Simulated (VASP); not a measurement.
Input of a VASP 6.6.1 run:

File INCAR:

```
PREC = Accurate
ENCUT = 600
EDIFF = 1E-6
ISMEAR = 0
SIGMA = 0.1
LREAL = False
LASPH = True
NELM = 80
ALGO = Normal
ISIF = 3
LWAVE = False
LCHARG = False
GGA = PE
IBRION = 2
NSW = 90
EDIFFG = -0.04
```

The input KPOINTS:

```
regular mesh
0
Gamma
  4 4 6
```

Contents of POSCAR:

```
C4N
1.0
    3.0913120600     -3.2460922200      0.0000000000
    3.0913120600      3.2460922200      0.0000000000
    0.0000000000      0.0000000000      2.7759038700
C N
4 1
Direct
    0.8105999900      0.1894000100      0.5000000000
    0.1894000100      0.8105999900      0.5000000000
    0.2852000000      0.2852000000      0.0000000000
    0.7148000000      0.7148000000      0.0000000000
    0.0000000000      0.0000000000      0.0000000000
```

Potentials or basis: VASP PAW PBE potentials, release 64 (C, N).

Launch:

```console
$ cat potpaw_PBE.64/C/POTCAR potpaw_PBE.64/N/POTCAR > POTCAR
$ mpirun -np 1 vasp_std > vasp.out
```

Question: What does it give for the relaxed volume?

Answer: 9.57 Å³/atom.

Question: Predict the space group after relaxing (to 0.05 Å).

Answer: Cmmm (No. 65).

Question: Predict the relaxed cell.

Answer: a = 4.587 Å, b = 4.587 Å, c = 2.561 Å, α = 90.00°, β = 90.00°, γ = 117.35°.

Forces in eV/Å, atoms in the order of the input:
```
C    0.000  0.018  0.000
C    0.000 -0.018  0.000
C   -0.015  0.000  0.000
C    0.015  0.000  0.000
N    0.000  0.000  0.000
```

Caveat: the k points lie up to 0.41 Å⁻¹ apart in the final cell.
